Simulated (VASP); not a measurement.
Write the native input for VASP 6.6.1 that does the following.

```
Task                   : single point
Functional             : PBE
Potentials or basis    : VASP PAW PBE potentials, release 64 (Ni)
Cutoff                 : 520 eV
k mesh                 : 6 × 12 × 12
Occupations            : fermi-dirac, width 0.05 eV
Spin                   : collinear spin, ferromagnetic start
Starting moments       : [2.0, 2.0] μB
Dipole correction      : no
Further INCAR settings : ALGO = Normal; EDIFF = 1e-07; NBANDS = 21
```

The structure of Ni lies in POSCAR:

```
Ni
1.0
    0.0000000000      3.5347000000      3.5347000000
    1.7673500000      0.0000000000      1.7673500000
    1.7673500000      1.7673500000      0.0000000000
Ni
2
Direct
    0.0000000000      0.0000000000      0.0000000000
    0.5000000000      0.0000000000      0.0000000000
```

The input as run:

INCAR

```
SYSTEM = Ni
PREC = Accurate
ENCUT = 520
EDIFF = 1E-7
ISMEAR = -1
SIGMA = 0.05
LREAL = .FALSE.
LASPH = .TRUE.
NELM = 150
ALGO = Normal
ISIF = 2
LWAVE = .FALSE.
LCHARG = .FALSE.
ISPIN = 2
MAGMOM = 2 2
LORBIT = 11
LMAXMIX = 4
GGA = PE
NBANDS = 21
```

KPOINTS

```
regular mesh
0
G
  6 12 12
  0 0 0
```

Potentials or basis: VASP PAW PBE potentials, release 64 (Ni).

Run with:

```console
$ cat potpaw_PBE.64/Ni/POTCAR > POTCAR
$ mpirun -np 1 vasp_std > vasp.out
```

Results of the run:

The pressure is -2.3 GPa. The net moment is 1.36 μB per cell. The site moments are Ni +0.69 μB and the valence electrons inside the program's atomic spheres are Ni 9.28.

Run time: 36 s on 1 thread of Intel(R) Xeon(R) 6975P-C (Granite Rapids), with other jobs on the host, peak memory 0.19 GiB.
